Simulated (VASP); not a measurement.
# MgAl12 in VASP: single point with LDA

Aim: the single point of MgAl12 with LDA.

All numbers are computed with VASP 6.6.1; they aren't measurements. Logs are shortened: lines on timing, memory, paths and dates and some standing lists are left out, and cuts for length are marked.

### 1 The cell of the first run

The cell holds a slab with vacuum, 13 atoms: a = 5.634 Å, b = 5.634 Å, c = 19.604 Å, α = 90.00°, β = 90.00°, γ = 90.00°.

### 2 Single point, LDA

INCAR

```
PREC = Accurate
ENCUT = 520
EDIFF = 1E-7
ISMEAR = 0
SIGMA = 0.1
LREAL = F
LASPH = T
NELM = 100
ALGO = Normal
ISIF = 2
LWAVE = F
LCHARG = F
LDIPOL = T
IDIPOL = 3
DIPOL = 0.5 0.5 0.325
GGA = CA
NBANDS = 31
```

KPOINTS

```
Automatic mesh
0
Gamma
  5 5 1
```

POSCAR

```
MgAl12
1.0
    5.6343731020      0.0000000000      0.0000000000
    0.0000000000      5.6343731020      0.0000000000
    0.0000000000      0.0000000000     19.6039189496
Al Mg
12 1
Direct
    0.2500000000      0.2500000000      0.2040408354
    0.2500000000      0.7500000000      0.2040408354
    0.7500000000      0.2500000000      0.2040408354
    0.7500000000      0.7500000000      0.2040408354
    0.0000000000      0.0000000000      0.3086915083
    0.0000000000      0.5000000000      0.3086915083
    0.5000000000      0.0000000000      0.3086915083
    0.5000000000      0.5000000000      0.3086915083
    0.2500000000      0.2403324897      0.4086786809
    0.2500000000      0.7596675103      0.4086786809
    0.7500000000      0.2510916255      0.4171296111
    0.7500000000      0.7489083745      0.4171296111
    0.2500000000      0.5000000000      0.5271176457
```

Potentials or basis: VASP PAW LDA potentials, release 64 (Al, Mg).

Launch:

```
$ cat potpaw_LDA.64/Al/POTCAR potpaw_LDA.64/Mg/POTCAR > POTCAR
$ mpirun -np 1 vasp_std > vasp.out
```

OUTCAR:

```text
PREC = Accurate
   ENCUT = 520
   EDIFF = 1E-7
   ISMEAR = 0
   LREAL = F
   LASPH = T
   NELM = 100
   ISIF = 2
   GGA = CA

 ion  position               nearest neighbor table
   1  0.250  0.250  0.204-   2 2.82   3 2.82   2 2.82   3 2.82   7 2.86   8 2.86   5 2.86   6 2.86

   2  0.250  0.750  0.204-   1 2.82   4 2.82   1 2.82   4 2.82   7 2.86   8 2.86   5 2.86   6 2.86

   3  0.750  0.250  0.204-   1 2.82   4 2.82   4 2.82   1 2.82   7 2.86   8 2.86   5 2.86   6 2.86
[... 4 lines left out ...]
                             1 2.86   2 2.86  11 2.92  12 2.92
   6  0.000  0.500  0.309-   5 2.82   8 2.82   5 2.82   8 2.82   9 2.82  10 2.82   3 2.86   4 2.86
                             1 2.86   2 2.86  11 2.91  12 2.91
   7  0.500  0.000  0.309-   9 2.77  10 2.77   5 2.82   8 2.82   8 2.82   5 2.82   3 2.86   4 2.86
                             1 2.86   2 2.86  11 2.92  12 2.92
   8  0.500  0.500  0.309-   6 2.82   7 2.82   7 2.82   6 2.82   9 2.82  10 2.82   3 2.86   4 2.86
                             1 2.86   2 2.86  11 2.91  12 2.91
   9  0.250  0.240  0.409-  10 2.71  13 2.74   5 2.77   7 2.77   6 2.82   8 2.82  11 2.82  11 2.82
                            10 2.93
  10  0.250  0.760  0.409-   9 2.71  13 2.74   5 2.77   7 2.77   6 2.82   8 2.82  12 2.82  12 2.82
                             9 2.93
  11  0.750  0.251  0.417-  12 2.80   9 2.82   9 2.82  12 2.83   6 2.91   8 2.91   7 2.92   5 2.92

  12  0.750  0.749  0.417-  11 2.80  10 2.82  10 2.82  11 2.83   8 2.91   6 2.91   5 2.92   7 2.92

  13  0.250  0.500  0.527-   9 2.74  10 2.74

  LATTYP: Found a simple tetragonal cell.
 ALAT       =     5.6343731020
 C/A-ratio  =     3.4793434149

  Lattice vectors:

 A1 = (   5.6343731020,   0.0000000000,   0.0000000000)
 A2 = (   0.0000000000,   5.6343731020,   0.0000000000)
 A3 = (   0.0000000000,   0.0000000000,  19.6039189496)

Analysis of symmetry for initial positions (statically):
=====================================================================
 Subroutine PRICEL returns:
 Original cell was already a primitive cell.

 Routine SETGRP: Setting up the symmetry group for a
 simple tetragonal supercell.

 Subroutine GETGRP returns: Found  4 space group operations
 (whereof  2 operations were pure point group operations)
 out of a pool of 16 trial point group operations.

The static configuration has the point symmetry C_1h.
 The point group associated with its full space group is C_2v.

Analysis of symmetry for dynamics (positions and initial velocities):
=====================================================================
 Subroutine PRICEL returns:
 Original cell was already a primitive cell.

 Routine SETGRP: Setting up the symmetry group for a
 simple tetragonal supercell.

 Subroutine GETGRP returns: Found  4 space group operations
 (whereof  2 operations were pure point group operations)
 out of a pool of 16 trial point group operations.

The dynamic configuration has the point symmetry C_1h.
 The point group associated with its full space group is C_2v.

 Subroutine INISYM returns: Found  4 space group operations
 (whereof  2 operations are pure point group operations),
 and found     1 'primitive' translations

----------------------------------------------------------------------------------------

                                     Primitive cell

  volume of cell :     622.3492

  direct lattice vectors                    reciprocal lattice vectors
     5.634373102  0.000000000  0.000000000     0.177482034  0.000000000  0.000000000
     0.000000000  5.634373102  0.000000000     0.000000000  0.177482034  0.000000000
     0.000000000  0.000000000 19.603918950     0.000000000  0.000000000  0.051010209

  length of vectors
     5.634373102  5.634373102 19.603918950     0.177482034  0.177482034  0.051010209

  position of ions in fractional coordinates (direct lattice)
     0.250000000  0.250000000  0.204040835
     0.250000000  0.750000000  0.204040835
     0.750000000  0.250000000  0.204040835
     0.750000000  0.750000000  0.204040835
     0.000000000  0.000000000  0.308691508
     0.000000000  0.500000000  0.308691508
     0.500000000  0.000000000  0.308691508
     0.500000000  0.500000000  0.308691508
     0.250000000  0.240332490  0.408678681
[... 39 lines left out ...]
  Shift w.r.t. Gamma in fractional coordinates (k-lattice)
     0.000000000  0.000000000  0.000000000

 Subroutine IBZKPT returns following result:
 ===========================================

 Found      9 irreducible k-points:

 Following reciprocal coordinates:
            Coordinates               Weight
  0.000000  0.000000  0.000000      1.000000
  0.200000  0.000000  0.000000      2.000000
  0.000000  0.200000  0.000000      2.000000
  0.400000  0.000000  0.000000      2.000000
  0.000000  0.400000  0.000000      2.000000
  0.200000  0.200000  0.000000      4.000000
  0.400000  0.200000  0.000000      4.000000
 -0.200000  0.400000  0.000000      4.000000
  0.400000  0.400000  0.000000      4.000000
   k-points           NKPTS =      9   k-points in BZ     NKDIM =      9   number of bands    NBANDS=     31
   number of dos      NEDOS =    301   number of ions     NIONS =     13
   total plane-waves  NPLWV = 264600
   dimension x,y,z NGX =    42 NGY =   42 NGZ =  150
   dimension x,y,z NGXF=    84 NGYF=   84 NGZF=  300
   ions per type =              12   1
   NGX,Y,Z   is equivalent  to a cutoff of  12.39, 12.39, 12.72 a.u.
   NGXF,Y,Z  is equivalent  to a cutoff of  24.78, 24.78, 25.44 a.u.
 SYSTEM =  unknown system
   PREC   = accura    normal or accurate (medium, high low for compatibility)
   ISTART =      0    job   : 0-new  1-cont  2-samecut
   ICHARG =      2    charge: 1-file 2-atom 10-const
   ISPIN  =      1    spin polarized calculation?
   LNONCOLLINEAR =      F non collinear calculations
   LSORBIT =      F    spin-orbit coupling
   LASPH  =      T    aspherical Exc in radial PAW
   ENCUT  =  520.0 eV  38.22 Ry    6.18 a.u.  10.48 10.48 36.45*2*pi/ulx,y,z
   NELM   =    100;   NELMIN=  2; NELMDL= -5     # of ELM steps
   EDIFF  = 0.1E-06   stopping-criterion for ELM
   LREAL  =      F    real-space projection
   EDIFFG = 0.1E-05   stopping-criterion for IOM
   NSW    =      0    number of steps for IOM
   IBRION =     -1    ionic relax: 0-MD 1-quasi-New 2-CG
   NFREE  =      0    steps in history (QN), initial steepest desc. (CG)
   ISIF   =      2    stress and relaxation
   ISYM   =      2    0-nonsym 1-usesym 2-fastsym
   POTIM  = 0.5000    time-step for ionic-motion
   TEBEG  =    0.0;   TEEND  =   0.0 temperature during run
   PSTRESS=    0.0 pullay stress
   NELECT =      38.0000    total number of electrons
   NUPDOWN=      -1.0000    fix difference up-down
   EMIN   =  10.00;   EMAX   =-10.00  energy-range for DOS
   EFERMI =   0.00;   METHOD = LEGACY
   ISMEAR =     0;   SIGMA  =   0.10  broadening in eV -4-tet -1-fermi 0-gaus
   EFERMI_NEDOS =   21; number of points for ismear=-14 and -15
   IALGO  =     38    algorithm
   IMIX   =      4    mixing-type and parameters
     AMIX     =   0.40;   BMIX     =  1.00
     AMIX_MAG =   1.60;   BMIX_MAG =  1.00
  volume/ion in A,a.u.               =      47.87       323.06
  Fermi-wavevector in a.u.,A,eV,Ry     =   0.644651  1.218214  5.654240  0.415575
  Thomas-Fermi vector in A             =   1.712049
   LORBIT       =      0    0 simple, 1 ext, 2 COOP (PROOUT), +10 PAW based schemes
   GGA     = CA    functional components
   LHFCALC =     F    Hartree Fock is set to
   AEXX    =    0.0000 exact exchange contribution
   IVDW    =     0    specifies the selected vdW correction
   LEPSILON=     F    determine dielectric tensor
   LRPA    =     F    only Hartree local field effects (RPA)
 non-spin polarized calculation
 Gauss-broadening in eV      SIGMA  =   0.10
  energy-cutoff  :      520.00
  volume of cell :      622.35
 maximum number of plane-waves:     16813
 NGX is ok and might be reduce to    42
   NGX = 21   NGY = 21   NGZ = 73

 dipolmoment           0.000000      0.000000      0.058348 electrons x Angstroem

 number of electron      38.0000000 magnetization

 dipolmoment           0.000000      0.000000     -0.163723 electrons x Angstroem

 Free energy of the ion-electron system (eV)
  ---------------------------------------------------
  ext. energy  EPLUGINS =         0.00000000
  ---------------------------------------------------
  free energy    TOTEN  =       -47.20580031 eV

  energy without entropy =      -47.19724759  energy(sigma->0) =      -47.20152395

 E-fermi :   0.0728     XC(G=0):  -4.7881

 val. band max:        0.0197940297   @ k =   0.2000   0.0000   0.0000
 cond. band min:       0.1464578185   @ k =   0.4000   0.0000   0.0000
 fundamental gap:      0.1266637888
 Fermi energy:         0.0727807448

 k-point     1 :       0.0000    0.0000    0.0000
  band No.  band energies     occupation
      1     -10.4666      2.00000
      2      -8.3357      2.00000
      3      -5.9847      2.00000
      4      -5.9688      2.00000
      5      -5.8446      2.00000
      6      -5.8380      2.00000
[... 295 lines left out ...]
     30       2.8800      0.00000
     31       2.9234      0.00000

------------------------ aborting loop because EDIFF is reached ----------------------------------------

 vacuum level on the upper side and lower side of the slab       (xc-potential included)        -0.771         0.228

  FORCE on cell =-STRESS in cart. coord.  units (eV):
  Direction    XX          YY          ZZ          XY          YZ          ZX
  --------------------------------------------------------------------------------------
  -------------------------------------------------------------------------------------
  Total       -8.4299961     -7.1806530      0.3782766      0.0000000      0.0000000      0.0000000
  in kB      -21.7022047    -18.4858924      0.9738362      0.0000000      0.0000000      0.0000000
  external PRESSURE =     -13.0714203 kB  Pullay stress =       0.0000000 kB

 VOLUME and BASIS-vectors are now :
 -----------------------------------------------------------------------------
  energy-cutoff  :      520.00
  volume of cell :      622.35
      direct lattice vectors                 reciprocal lattice vectors
     5.634373102  0.000000000  0.000000000     0.177482034  0.000000000  0.000000000
     0.000000000  5.634373102  0.000000000     0.000000000  0.177482034  0.000000000
     0.000000000  0.000000000 19.603918950     0.000000000  0.000000000  0.051010209

 POSITION                                       TOTAL-FORCE (eV/Angst)
 -----------------------------------------------------------------------------------
      1.40859      1.40859      4.00000        -0.000000     -0.041400      0.032186
      1.40859      4.22578      4.00000        -0.000000      0.041400      0.032186
      4.22578      1.40859      4.00000        -0.000000     -0.059252     -0.097460
      4.22578      4.22578      4.00000        -0.000000      0.059252     -0.097460
      0.00000      0.00000      6.05156        -0.231534     -0.000000     -0.083614
      0.00000      2.81719      6.05156        -0.149316     -0.000000      0.112642
      2.81719      0.00000      6.05156         0.231534     -0.000000     -0.083614
      2.81719      2.81719      6.05156         0.149316     -0.000000      0.112642
      1.40859      1.35412      8.01170        -0.000000      0.005388      0.020389
      1.40859      4.28025      8.01170        -0.000000     -0.005388      0.020389
      4.22578      1.41474      8.17738        -0.000000     -0.007447      0.024039
      4.22578      4.21963      8.17738        -0.000000      0.007447      0.024039
      1.40859      2.81719     10.33357        -0.000000     -0.000000     -0.016366
 -----------------------------------------------------------------------------------
    total drift:                               -0.000000      0.000000      0.000030

  FREE ENERGIE OF THE ION-ELECTRON SYSTEM (eV)
  ---------------------------------------------------
  free  energy   TOTEN  =       -47.2058003141 eV

  energy  without entropy=      -47.1972475874  energy(sigma->0) =      -47.20152395

 vacuum level on the upper side and lower side of the slab         3.263         4.287
```

Run time: 3.1 min. Hardware: 1 thread of Intel Xeon 6975P-C (Granite Rapids), shared host; peak memory 0.49 GiB.

Results:

```
Free energy            : -47.2058 eV
Largest force          : 0.246 eV/Å
Band gap on the k mesh : zero (band 19 reaches 0.58 eV, above the bottom of band 20 at -0.31 eV)
```

Forces on the atoms (eV/Å):
```
Al   0.000 -0.041  0.032
Al   0.000  0.041  0.032
Al   0.000 -0.059 -0.097
Al   0.000  0.059 -0.097
Al  -0.232  0.000 -0.084
Al  -0.149  0.000  0.113
Al   0.232  0.000 -0.084
Al   0.149  0.000  0.113
Al   0.000  0.005  0.020
Al   0.000 -0.005  0.020
Al   0.000 -0.007  0.024
Al   0.000  0.007  0.024
Mg   0.000  0.000 -0.016
```

Levels at points of the mesh, in eV from the Fermi level:
| k point | band 17 | band 18 | band 19 | band 20 | band 21 | band 22 |
| --- | --- | --- | --- | --- | --- | --- |
| (0.00, 0.00, 0.00) | -0.93 | -0.56 | -0.54 | -0.39 | -0.23 | -0.18 |
